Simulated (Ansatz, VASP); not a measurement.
## Two plane-wave programs on LiMgBN2

INCAR

```
SYSTEM = LiMgBN2
PREC = Accurate
ENCUT = 520
EDIFF = 1E-6
ISMEAR = 0
SIGMA = 0.05
LREAL = .FALSE.
LASPH = .TRUE.
NELM = 60
ALGO = Normal
ISIF = 2
LWAVE = .FALSE.
LCHARG = .FALSE.
GGA = PS
NBANDS = 17
```

Contents of KPOINTS:

```
Automatic mesh
0
G
  8 8 8
  0 0 0
```

The input POSCAR:

```
LiMgBN2
1.0
   -1.7966643998      1.7966643998      4.2069354163
    1.7966643998     -1.7966643998      4.2069354163
    1.7966643998      1.7966643998     -4.2069354163
Li Mg B N
1 1 1 2
Direct
    0.2500000000      0.7500000000      0.5000000000
    0.7500000000      0.2500000000      0.5000000000
    0.5000000000      0.5000000000      0.0000000000
    0.6608378126      0.6608378126      0.0000000000
    0.3391621874      0.3391621874      0.0000000000
```

Input for Ansatz:

```yaml
crystal:
  lattice:
    - [-1.7966643998, 1.7966643998, 4.2069354163]
    - [1.7966643998, -1.7966643998, 4.2069354163]
    - [1.7966643998, 1.7966643998, -4.2069354163]
  atoms:
    - { symbol: Li, position: [0.25, 0.75, 0.5] }
    - { symbol: Mg, position: [0.75, 0.25, 0.5] }
    - { symbol: B, position: [0.5, 0.5, 0.0] }
    - { symbol: "N", position: [0.6608378126, 0.6608378126, 0.0] }
    - { symbol: "N", position: [0.3391621874, 0.3391621874, 0.0] }
basis:
  ecutwfc: 520.0
kpoints:
  mp_grid: { grid: [8, 8, 8] }
hamiltonian:
  xc: pbesol
  pseudopotentials: { kind: paw }
scf:
  occupations: { method: gaussian, width: 0.05 }
output:
  forces: true
  stress: true
  eigenvalues: true
```

Alike in both runs: task single point; functional PBEsol; k mesh 8 × 8 × 8; occupations gaussian, width 0.05 eV; no spin polarisation.

```csv
,VASP,Ansatz
version,VASP 6.6.1,Ansatz 0.2.0
potentials or method,"VASP PAW PBE potentials, release 64 (Li_sv, Mg, B, N), cutoff 520 eV","scalar-relativistic, plane waves, PAW"
valence electrons in the cell,18,26
```

Ansatz gave:

| Item | Value |
| --- | --- |
| gap on the k mesh at the Fermi level (eV) | 2.70 |
| least direct gap on the mesh (eV) | 3.89 |
| rms of the force components (eV/Å) | 0.854 |

Task: Which values does VASP return?

Result: gap on the k mesh at the Fermi level (eV): 2.70; least direct gap on the mesh (eV): 3.88; rms of the force components (eV/Å): 0.858.

VASP's potentials were made for PBE, not for PBEsol. Atom by atom the forces differ by 0.004 eV/Å (rms over components). VASP's potentials hold 18 valence electrons a cell and Ansatz's 26, so a difference there can come from the potentials and not from the codes.

Noted on VASP's run: the cutoff is under 1.25 times that of the potentials, so the pressure is a little rough.
